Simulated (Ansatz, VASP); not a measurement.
CaMn3: VASP beside Ansatz

INCAR

```
SYSTEM = CaMn3
PREC = Accurate
ENCUT = 500
EDIFF = 1E-6
ISMEAR = 0
SIGMA = 0.1
LREAL = .False.
LASPH = .True.
NELM = 200
ALGO = Normal
ISIF = 2
LWAVE = .False.
LCHARG = .False.
ISPIN = 2
MAGMOM = 0 4 4 4
LORBIT = 11
LMAXMIX = 4
GGA = PE
NBANDS = 36
GGA_COMPAT = .False.
```

KPOINTS

```
Automatic mesh
0
Gamma
  4 4 4
  0 0 0
```

The input POSCAR:

```
CaMn3
1.0
    4.0364444511      0.0000000000      0.0000000000
    0.0000000000      4.0364444511      0.0000000000
    0.0000000000      0.0000000000      4.0364444511
Ca Mn
1 3
Direct
    0.0000000000      0.0000000000      0.0000000000
    0.0000000000      0.5000000000      0.5000000000
    0.5000000000      0.0000000000      0.5000000000
    0.5000000000      0.5000000000      0.0000000000
```

Input for Ansatz:

```yaml
crystal:
  lattice:
    - [4.0364444511, 0.0, 0.0]
    - [0.0, 4.0364444511, 0.0]
    - [0.0, 0.0, 4.0364444511]
  atoms:
    - { symbol: Ca, position: [0.0, 0.0, 0.0] }
    - { symbol: Mn, position: [0.0, 0.5, 0.5], spin: 4.0 }
    - { symbol: Mn, position: [0.5, 0.0, 0.5], spin: 4.0 }
    - { symbol: Mn, position: [0.5, 0.5, 0.0], spin: 4.0 }
basis:
  ecutwfc: 420
kpoints:
  mp_grid: { grid: [4, 4, 4] }
hamiltonian:
  xc: pbe
scf:
  occupations: { method: gaussian, width: 0.1 }
  lower_state_search: "off"
output:
  forces: true
  stress: true
  eigenvalues: true
  populations: true
magnetization:
  spin_polarized: true
```

Alike in both runs: task single point; functional PBE; k mesh 4 × 4 × 4; occupations gaussian, width 0.1 eV; collinear spin.

|  | VASP | Ansatz |
| --- | --- | --- |
| version | VASP 6.6.1 | Ansatz 0.2.0 |
| potentials or method | VASP PAW PBE potentials, release 64 (Ca_sv, Mn_pv), cutoff 500 eV | scalar-relativistic, plane waves, PAW |
| valence electrons in the cell | 49 | 55 |

Ansatz gave:

* gap on the k mesh at the Fermi level (eV): none
* pressure (GPa): 5.5
* net moment per atom (μB): 2.53
* size of the moment on the site where the two differ most (μB): 3.33

Q: What did VASP give for the same quantities?

A: gap on the k mesh at the Fermi level (eV): none; pressure (GPa): 5.6; net moment per atom (μB): 2.53; size of the moment on the site where the two differ most (μB): 3.28.

Site moments also hang on the region over which each program counts them. A gap of «none» marks a metal or a gap that the smearing closes. VASP's potentials hold 49 valence electrons a cell and Ansatz's 55, so a difference there can come from the potentials and not from the codes.

The k mesh is coarse, so the values compare programs but aren't converged.
